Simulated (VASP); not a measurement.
ZnS:

```
Zn S
1.0
     0.00000    2.61326    2.61326
     2.61326    0.00000    2.61326
     2.61326    2.61326    0.00000
Zn S
1 1
Direct
  0.00000 0.00000 0.00000
  0.25000 0.25000 0.25000
```

This cell differs from its parent crystal: strain -3.0%.

Base run:

* Program: VASP 6.6.1
* Functional: PBE
* Potentials or basis: VASP PAW PBE potentials, release 64 (Zn, S)
* Cutoff: 520 eV
* k mesh: 8 × 8 × 8
* Occupations: fermi-dirac, width 0.02 eV
* Spin: no spin polarisation

Its results: band gap on the k mesh 2.57 eV, direct; pressure 11.3 GPa.

Task: The run is repeated on the same cell with these changes: functional from PBE to r2SCAN; occupations from fermi-dirac, width 0.02 eV to gaussian, width 0.01 eV. What comes out?

Result: Band gap on the k mesh 3.16 eV, direct; pressure 8.9 GPa.

Caveats: the PAW data sets were made with another functional, which shifts forces and pressure a little (some runs).

A k mesh can miss the band edges.
